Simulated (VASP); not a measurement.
# ZrRh3 (Pm-3m) in VASP: notebook, part 2 of 2

VASP 6.6.1. Earlier steps stand in the parts before.

## Step 4: Relaxation of cell and atoms, LDA

This run uses another cell than the first one, of 14.55 Å³/atom.

File INCAR:

```
ALGO = Fast
EDIFF = 1E-7
EDIFFG = -0.005
ENCUT = 600
IBRION = 2
ISIF = 3
ISMEAR = 0
LASPH = True
LCHARG = False
LREAL = False
LWAVE = False
NELM = 60
NSW = 100
PREC = Accurate
SIGMA = 0.1
```

File KPOINTS:

```
k-points
0
Gamma
  12 12 12
```

File POSCAR:

```
ZrRh3
1.0
    3.8753104576      0.0000000000      0.0000000000
    0.0000000000      3.8753104576      0.0000000000
    0.0000000000      0.0000000000      3.8753104576
Zr Rh
1 3
Direct
    0.0000000000      0.0000000000      0.0000000000
    0.0000000000      0.5000000000      0.5000000000
    0.5000000000      0.0000000000      0.5000000000
    0.5000000000      0.5000000000      0.0000000000
```

Potentials or basis: VASP PAW LDA potentials, release 64 (Zr_sv, Rh_pv).

The run is started by

```console
cat potpaw_LDA.64/Zr_sv/POTCAR potpaw_LDA.64/Rh_pv/POTCAR > POTCAR
mpirun -np 1 vasp_std > vasp.out
```

OUTCAR:

```text
EDIFF = 1E-7
   EDIFFG = -0.005
   ENCUT = 600
   IBRION = 2
   ISIF = 3
   ISMEAR = 0
   LASPH = True
   LREAL = False
   NELM = 60
   NSW = 100
   PREC = Accurate

 ion  position               nearest neighbor table
   1  0.000  0.000  0.000-   2 2.74   3 2.74   4 2.74   2 2.74   3 2.74   2 2.74   4 2.74   2 2.74
                             3 2.74   4 2.74   3 2.74   4 2.74
   2  0.000  0.500  0.500-   1 2.74   3 2.74   4 2.74   1 2.74   4 2.74   1 2.74   3 2.74   1 2.74
                             3 2.74   4 2.74   4 2.74   3 2.74
   3  0.500  0.000  0.500-   1 2.74   2 2.74   4 2.74   1 2.74   4 2.74   2 2.74   4 2.74   4 2.74
                             1 2.74   2 2.74   1 2.74   2 2.74
   4  0.500  0.500  0.000-   1 2.74   2 2.74   3 2.74   2 2.74   3 2.74   1 2.74   3 2.74   3 2.74
                             1 2.74   2 2.74   2 2.74   1 2.74

  LATTYP: Found a simple cubic cell.
 ALAT       =     3.8753104576

  Lattice vectors:

 A1 = (   3.8753104576,   0.0000000000,   0.0000000000)
 A2 = (   0.0000000000,   3.8753104576,   0.0000000000)
 A3 = (   0.0000000000,   0.0000000000,   3.8753104576)

Analysis of symmetry for initial positions (statically):
=====================================================================
[... 186 lines left out ...]
  -------------------------------------------------------------------------------------
  Total        0.2945382      0.2945382      0.2945382      0.0000000      0.0000000      0.0000000
  in kB        8.1083549      8.1083549      8.1083549      0.0000000      0.0000000      0.0000000
  external PRESSURE =       8.1083549 kB  Pullay stress =       0.0000000 kB
[... 63 lines left out ...]
--------------------------------------- Ionic step        3  -------------------------------------------

 number of electron      57.0000013 magnetization

 Free energy of the ion-electron system (eV)
  ---------------------------------------------------
  ext. energy  EPLUGINS =         0.00000000
  ---------------------------------------------------
  free energy    TOTEN  =       -38.19232450 eV

  energy without entropy =      -38.17483024  energy(sigma->0) =      -38.18357737

 E-fermi :  11.6419     XC(G=0): -13.8772

 val. band max:       11.6301414972   @ k =   0.3333   0.0000   0.0000
 cond. band min:      11.6492067735   @ k =   0.4167   0.0000   0.0000
 fundamental gap:      0.0190652763
 Fermi energy:        11.6418505365

 k-point     1 :       0.0000    0.0000    0.0000
  band No.  band energies     occupation
      1     -36.3466      2.00000
      2     -34.5284      2.00000
      3     -34.5284      2.00000
      4     -34.5284      2.00000
      5     -34.2932      2.00000
      6     -34.2932      2.00000
[... 877 lines left out ...]
     33      14.4648      0.00000
     34      14.7013      0.00000

 [... further k-points ...]

------------------------ aborting loop because EDIFF is reached ----------------------------------------

  FORCE on cell =-STRESS in cart. coord.  units (eV):
  Direction    XX          YY          ZZ          XY          YZ          ZX
  --------------------------------------------------------------------------------------
  -------------------------------------------------------------------------------------
  Total       -0.0012867     -0.0012867     -0.0012867      0.0000000     -0.0000000      0.0000000
  in kB       -0.0353054     -0.0353054     -0.0353054      0.0000000     -0.0000000      0.0000000
  external PRESSURE =      -0.0353054 kB  Pullay stress =       0.0000000 kB
[... 19 lines left out ...]
  FREE ENERGIE OF THE ION-ELECTRON SYSTEM (eV)
  ---------------------------------------------------
  free  energy   TOTEN  =       -38.1923245012 eV

  energy  without entropy=      -38.1748302355  energy(sigma->0) =      -38.18357737

 reached required accuracy - stopping structural energy minimisation
```

It took 8.2 min on 1 thread of Oxide Virtual Turin-like, shared host; peak memory 0.26 GiB.

Results:

```
Free energy                           : -38.1923 eV
Relaxed volume                        : 14.60 Å³/atom
Relaxed cell                          : a = 3.880 Å, b = 3.880 Å, c = 3.880 Å, α = 90.00°, β = 90.00°, γ = 90.00°
Space group after relaxing (to 0.1 Å) : Pm-3m (No. 221)
Energy gained by relaxing             : 0.1 meV/atom
Ionic steps                           : 3
Pressure after relaxing               : 0.0 GPa
Band gap on the k mesh                : zero (an odd number of electrons rules out a gap without spin polarisation)
```

Step by step:
```
step  energy change (eV)  largest force (eV/Å)  pressure (GPa)  volume (Å³)
   1              0.0000                0.0000            0.81        58.20
   2              0.0020                0.0000           -1.85        58.82
   3             -0.0005                0.0000            0.00        58.39
```

Final structure:
```xyz
4
Lattice="3.8795 0.0000 0.0000 0.0000 3.8795 0.0000 0.0000 0.0000 3.8795" Properties=species:S:1:pos:R:3 pbc="T T T"
Zr    0.0000    0.0000    0.0000
Rh    0.0000    1.9398    1.9398
Rh    1.9398    0.0000    1.9398
Rh    1.9398    1.9398    0.0000
```

Levels at points of the mesh, in eV from the Fermi level:
```tsv
k point	band 26	band 27	band 28	band 29	band 30	band 31
(0.00, 0.00, 0.00)	0.68	1.18	1.18	1.18	3.96	3.96
(0.50, 0.00, 0.00)	-1.13	-1.13	-1.07	0.02	1.18	1.68
(0.50, 0.50, 0.00)	-1.47	-1.47	-1.40	-0.95	-0.78	2.39
(0.50, 0.50, 0.50)	0.75	0.75	0.75	0.84	1.86	1.86
```

## Step 5: Summary

```tsv
task	cell	cutoff (eV)	smearing	gap on the mesh (eV)	pressure (GPa)
single point	a = 3.879 Å, 4 atoms	520	fermi-dirac 0.15 eV	none	0.7
single point	a = 3.904 Å, 4 atoms	520	fermi-dirac 0.15 eV	none	-4.1
relaxation of cell and atoms	relaxed from a = 3.875 Å, 4 atoms	600	gaussian 0.1 eV	none	0.0
```

Alike in all rows: level LDA; potentials or basis VASP PAW LDA potentials, release 64 (Zr_sv, Rh_pv); no spin polarisation; k mesh 12 × 12 × 12.

Caveats: the cell stands under tension (at least some runs).

Total energies depend on the potentials used, so only differences within one code and one set of settings carry meaning.

The gap in the log of VASP goes by the Fermi energy; the results here count the filled bands.